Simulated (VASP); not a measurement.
# SrWI (P4/nmm) in VASP: single point with PBE

Aim: the single point of SrWI with PBE.

All numbers are computed with VASP 6.6.1; they aren't measurements. Logs are shortened: lines on timing, memory, paths and dates and some standing lists are left out, and cuts for length are marked.

## 1. The cell of the first run

It takes space group P4/nmm (No. 129, tetragonal). Conventional cell: a = 3.774 Å, b = 3.774 Å, c = 14.166 Å, α = 90.00°, β = 90.00°, γ = 90.00°. Sr (site symmetry 4mm) has 4 I at 3.29 Å and 4 W at 3.51 Å and 4 Sr at 3.77 Å within 4.3 Å. W (site symmetry -4m2) has 4 W at 2.67 Å and 4 Sr at 3.51 Å within 3.6 Å. Within 4.3 Å of I (site symmetry 4mm) lie 4 Sr at 3.29 Å and 4 I at 3.77 Å.

## 2. Single point, PBE

The input, INCAR:

```
SYSTEM = SrWI
ALGO = Normal
EDIFF = 1E-6
ENCUT = 520
GGA = PE
ISIF = 2
ISMEAR = -1
LASPH = .True.
LCHARG = .False.
LREAL = .False.
LWAVE = .False.
NBANDS = 40
NELM = 100
PREC = Accurate
SIGMA = 0.0276
```

The input, KPOINTS:

```
k-points
0
Gamma
  8 8 4
  0 0 0
```

The input, POSCAR:

```
SrWI
1.0
    3.7736435729      0.0000000000      0.0000000000
    0.0000000000      3.7736435729      0.0000000000
    0.0000000000      0.0000000000     14.1655752263
Sr W I
2 2 2
Direct
    0.0000000000      0.5000000000      0.2092436945
    0.5000000000      0.0000000000      0.7907563055
    0.0000000000      0.0000000000      0.0000000000
    0.5000000000      0.5000000000      0.0000000000
    0.0000000000      0.5000000000      0.6546144389
    0.5000000000      0.0000000000      0.3453855611
```

Potentials or basis: VASP PAW PBE potentials, release 64 (Sr_sv, W_sv, I).

Launch:

```bash
cat potpaw_PBE.64/Sr_sv/POTCAR potpaw_PBE.64/W_sv/POTCAR potpaw_PBE.64/I/POTCAR > POTCAR
mpirun -np 1 vasp_std > vasp.out
```

OUTCAR:

```text
SYSTEM = SrWI
   EDIFF = 1E-6
   ENCUT = 520
   GGA = PE
   ISIF = 2
   ISMEAR = -1
   LASPH = .True.
   LREAL = .False.
   NELM = 100
   PREC = Accurate

 ion  position               nearest neighbor table
   1  0.000  0.500  0.209-   6 3.29   6 3.29   6 3.29   6 3.29   4 3.51   4 3.51   3 3.51   3 3.51

   2  0.500  0.000  0.791-   5 3.29   5 3.29   5 3.29   5 3.29   4 3.51   3 3.51   3 3.51   4 3.51

   3  0.000  0.000  0.000-   4 2.67   4 2.67   4 2.67   4 2.67   2 3.51   2 3.51   1 3.51   1 3.51

   4  0.500  0.500  0.000-   3 2.67   3 2.67   3 2.67   3 2.67   2 3.51   1 3.51   1 3.51   2 3.51

   5  0.000  0.500  0.655-   2 3.29   2 3.29   2 3.29   2 3.29
   6  0.500  0.000  0.345-   1 3.29   1 3.29   1 3.29   1 3.29

  LATTYP: Found a simple tetragonal cell.
 ALAT       =     3.7736435729
 C/A-ratio  =     3.7538190750

  Lattice vectors:

 A1 = (   3.7736435729,   0.0000000000,   0.0000000000)
 A2 = (   0.0000000000,   3.7736435729,   0.0000000000)
 A3 = (   0.0000000000,   0.0000000000,  14.1655752263)

Analysis of symmetry for initial positions (statically):
=====================================================================
 Subroutine PRICEL returns:
 Original cell was already a primitive cell.

 Routine SETGRP: Setting up the symmetry group for a
 simple tetragonal supercell.

 Subroutine GETGRP returns: Found 16 space group operations
 (whereof  8 operations were pure point group operations)
 out of a pool of 16 trial point group operations.

The static configuration has the point symmetry D_2d.
 The point group associated with its full space group is D_4h.

Analysis of symmetry for dynamics (positions and initial velocities):
=====================================================================
 Subroutine PRICEL returns:
 Original cell was already a primitive cell.

 Routine SETGRP: Setting up the symmetry group for a
 simple tetragonal supercell.

 Subroutine GETGRP returns: Found 16 space group operations
 (whereof  8 operations were pure point group operations)
 out of a pool of 16 trial point group operations.

The dynamic configuration has the point symmetry D_2d.
 The point group associated with its full space group is D_4h.

 Subroutine INISYM returns: Found 16 space group operations
 (whereof  8 operations are pure point group operations),
 and found     1 'primitive' translations

----------------------------------------------------------------------------------------

                                     Primitive cell

  volume of cell :     201.7233

  direct lattice vectors                    reciprocal lattice vectors
     3.773643573  0.000000000  0.000000000     0.264995880  0.000000000  0.000000000
     0.000000000  3.773643573  0.000000000     0.000000000  0.264995880  0.000000000
     0.000000000  0.000000000 14.165575226     0.000000000  0.000000000  0.070593674

  length of vectors
     3.773643573  3.773643573 14.165575226     0.264995880  0.264995880  0.070593674

  position of ions in fractional coordinates (direct lattice)
     0.000000000  0.500000000  0.209243695
     0.500000000  0.000000000  0.790756305
     0.000000000  0.000000000  0.000000000
     0.500000000  0.500000000  0.000000000
     0.000000000  0.500000000  0.654614439
     0.500000000  0.000000000  0.345385561

  ion indices of the primitive-cell ions
   primitive index   ion index
                 1           1
                 2           2
                 3           3
                 4           4
                 5           5
                 6           6

----------------------------------------------------------------------------------------

 KPOINTS: k-points

Automatic generation of k-mesh.
 Grid dimensions read from file:
 generate k-points for:    8    8    4

 Generating k-lattice:

  Cartesian coordinates                     Fractional coordinates (reciprocal lattice)
     0.033124485  0.000000000  0.000000000     0.125000000  0.000000000  0.000000000
     0.000000000  0.033124485  0.000000000     0.000000000  0.125000000  0.000000000
     0.000000000  0.000000000  0.017648419     0.000000000  0.000000000  0.250000000

  Length of vectors
     0.033124485  0.033124485  0.017648419

  Shift w.r.t. Gamma in fractional coordinates (k-lattice)
     0.000000000  0.000000000  0.000000000

 Subroutine IBZKPT returns following result:
 ===========================================

 Found     45 irreducible k-points:

 Following reciprocal coordinates:
            Coordinates               Weight
  0.000000  0.000000  0.000000      1.000000
  0.125000  0.000000  0.000000      4.000000
  0.250000  0.000000  0.000000      4.000000
  0.375000  0.000000  0.000000      4.000000
  0.500000  0.000000  0.000000      2.000000
  0.125000  0.125000  0.000000      4.000000
[... 16 lines left out ...]
  0.375000  0.125000  0.250000     16.000000
  0.500000  0.125000  0.250000      8.000000
 [... further k-points ...]
   k-points           NKPTS =     45   k-points in BZ     NKDIM =     45   number of bands    NBANDS=     40
   number of dos      NEDOS =    301   number of ions     NIONS =      6
   total plane-waves  NPLWV =  84672
   dimension x,y,z NGX =    28 NGY =   28 NGZ =  108
   dimension x,y,z NGXF=    56 NGYF=   56 NGZF=  216
   ions per type =               2   2   2
   NGX,Y,Z   is equivalent  to a cutoff of  12.34, 12.34, 12.67 a.u.
   NGXF,Y,Z  is equivalent  to a cutoff of  24.67, 24.67, 25.35 a.u.
 SYSTEM =  SrWI
   PREC   = accura    normal or accurate (medium, high low for compatibility)
   ISTART =      0    job   : 0-new  1-cont  2-samecut
   ICHARG =      2    charge: 1-file 2-atom 10-const
   ISPIN  =      1    spin polarized calculation?
   LNONCOLLINEAR =      F non collinear calculations
   LSORBIT =      F    spin-orbit coupling
   LASPH  =      T    aspherical Exc in radial PAW
   ENCUT  =  520.0 eV  38.22 Ry    6.18 a.u.   7.02  7.02 26.34*2*pi/ulx,y,z
   NELM   =    100;   NELMIN=  2; NELMDL= -5     # of ELM steps
   EDIFF  = 0.1E-05   stopping-criterion for ELM
   LREAL  =      F    real-space projection
   EDIFFG = 0.1E-04   stopping-criterion for IOM
   NSW    =      0    number of steps for IOM
   IBRION =     -1    ionic relax: 0-MD 1-quasi-New 2-CG
   NFREE  =      0    steps in history (QN), initial steepest desc. (CG)
   ISIF   =      2    stress and relaxation
   ISYM   =      2    0-nonsym 1-usesym 2-fastsym
   POTIM  = 0.5000    time-step for ionic-motion
   TEBEG  =    0.0;   TEEND  =   0.0 temperature during run
   PSTRESS=    0.0 pullay stress
   NELECT =      62.0000    total number of electrons
   NUPDOWN=      -1.0000    fix difference up-down
   EMIN   =  10.00;   EMAX   =-10.00  energy-range for DOS
   EFERMI =   0.00;   METHOD = LEGACY
   ISMEAR =    -1;   SIGMA  =   0.03  broadening in eV -4-tet -1-fermi 0-gaus
   EFERMI_NEDOS =   21; number of points for ismear=-14 and -15
   IALGO  =     38    algorithm
   IMIX   =      4    mixing-type and parameters
     AMIX     =   0.40;   BMIX     =  1.00
     AMIX_MAG =   1.60;   BMIX_MAG =  1.00
  volume/ion in A,a.u.               =      33.62       226.88
  Fermi-wavevector in a.u.,A,eV,Ry     =   1.104808  2.087784 16.607275  1.220600
  Thomas-Fermi vector in A             =   2.241286
   LORBIT       =      0    0 simple, 1 ext, 2 COOP (PROOUT), +10 PAW based schemes
   GGA     = PE    functional components
   LHFCALC =     F    Hartree Fock is set to
   AEXX    =    0.0000 exact exchange contribution
   IVDW    =     0    specifies the selected vdW correction
   LEPSILON=     F    determine dielectric tensor
   LRPA    =     F    only Hartree local field effects (RPA)
 non-spin polarized calculation
  energy-cutoff  :      520.00
  volume of cell :      201.72
 maximum number of plane-waves:      5460
   NGX = 15   NGY = 15   NGZ = 53

 number of electron      62.0000003 magnetization

 Free energy of the ion-electron system (eV)
  ---------------------------------------------------
  ext. energy  EPLUGINS =         0.00000000
  ---------------------------------------------------
  free energy    TOTEN  =       -32.94287811 eV

  energy without entropy =      -32.92859405  energy(sigma->0) =      -32.93573608

 E-fermi :   3.9995     XC(G=0):  -8.8753

 val. band max:        3.9881644075   @ k =   0.5000   0.2500   0.5000
 cond. band min:       3.9997551836   @ k =   0.3750   0.2500   0.5000
 fundamental gap:      0.0115907761
 Fermi energy:         3.9994720100

 k-point     1 :       0.0000    0.0000    0.0000
  band No.  band energies     occupation
      1     -69.6112      2.00000
      2     -69.4504      2.00000
      3     -34.2130      2.00000
      4     -34.2130      2.00000
      5     -33.8027      2.00000
      6     -33.5593      2.00000
[... 32 lines left out ...]
     39       7.7752      0.00000
     40       8.5260      0.00000

 k-point     2 :       0.1250    0.0000    0.0000
  band No.  band energies     occupation
      1     -69.6050      2.00000
      2     -69.4565      2.00000
      3     -34.1824      2.00000
      4     -34.1787      2.00000
      5     -33.7933      2.00000
      6     -33.5683      2.00000
[... 32 lines left out ...]
     39       8.0082      0.00000
     40       8.3084      0.00000

 k-point     3 :       0.2500    0.0000    0.0000
  band No.  band energies     occupation
      1     -69.5875      2.00000
      2     -69.4739      2.00000
      3     -34.0929      2.00000
      4     -34.0800      2.00000
      5     -33.7663      2.00000
      6     -33.5941      2.00000
[... 853 lines left out ...]
  band No.  band energies     occupation
      1     -69.5590      2.00000
      2     -69.5021      2.00000
      3     -34.1357      2.00000
      4     -33.8055      2.00000
      5     -33.7224      2.00000
      6     -33.7179      2.00000
[... 32 lines left out ...]
     39       7.6054      0.00000
     40       7.7353      0.00000

 k-point    24 :       0.5000    0.1250    0.2500
  band No.  band energies     occupation
      1     -69.5305      2.00000
      2     -69.5305      2.00000
      3     -33.9915      2.00000
      4     -33.9915      2.00000
      5     -33.6790      2.00000
      6     -33.6790      2.00000
[... 32 lines left out ...]
     39       7.5757      0.00000
     40       7.5757      0.00000

 [... further k-points ...]

------------------------ aborting loop because EDIFF is reached ----------------------------------------

  FORCE on cell =-STRESS in cart. coord.  units (eV):
  Direction    XX          YY          ZZ          XY          YZ          ZX
  --------------------------------------------------------------------------------------
  -------------------------------------------------------------------------------------
  Total        0.2195407      0.2195407      0.1122754      0.0000000      0.0000000      0.0000000
  in kB        1.7436911      1.7436911      0.8917424      0.0000000      0.0000000      0.0000000
  external PRESSURE =       1.4597082 kB  Pullay stress =       0.0000000 kB

 VOLUME and BASIS-vectors are now :
 -----------------------------------------------------------------------------
  energy-cutoff  :      520.00
  volume of cell :      201.72
      direct lattice vectors                 reciprocal lattice vectors
     3.773643573  0.000000000  0.000000000     0.264995880  0.000000000  0.000000000
     0.000000000  3.773643573  0.000000000     0.000000000  0.264995880  0.000000000
     0.000000000  0.000000000 14.165575226     0.000000000  0.000000000  0.070593674

 POSITION                                       TOTAL-FORCE (eV/Angst)
 -----------------------------------------------------------------------------------
      0.00000      1.88682      2.96406         0.000000      0.000000     -0.011819
      1.88682      0.00000     11.20152         0.000000     -0.000000      0.011819
      0.00000      0.00000      0.00000         0.000000     -0.000000      0.000000
      1.88682      1.88682      0.00000        -0.000000      0.000000      0.000000
      0.00000      1.88682      9.27299         0.000000      0.000000     -0.018949
      1.88682      0.00000      4.89259         0.000000      0.000000      0.018949
 -----------------------------------------------------------------------------------
    total drift:                                0.000000      0.000000     -0.000000

  FREE ENERGIE OF THE ION-ELECTRON SYSTEM (eV)
  ---------------------------------------------------
  free  energy   TOTEN  =       -32.9428781068 eV

  energy  without entropy=      -32.9285940452  energy(sigma->0) =      -32.93573608
```

Wall time 8.3 min (1 thread of Intel Xeon Platinum 8375C at 2.90GHz (Ice Lake), shared host); peak memory 0.48 GiB.

Results:

```yaml
Free_energy: -32.9429 eV
Pressure: 0.1 GPa
Largest_force: 0.019 eV/Å
Band_gap_on_the_k_mesh: zero (bands 31 and 32 overlap by 1.08 eV)
```

Forces on the atoms (eV/Å):
```
Sr   0.000  0.000 -0.012
Sr   0.000  0.000  0.012
W    0.000  0.000  0.000
W    0.000  0.000  0.000
I    0.000  0.000 -0.019
I    0.000  0.000  0.019
```

Caveat: spin-orbit coupling is left out, which moves the levels of the heavy elements.
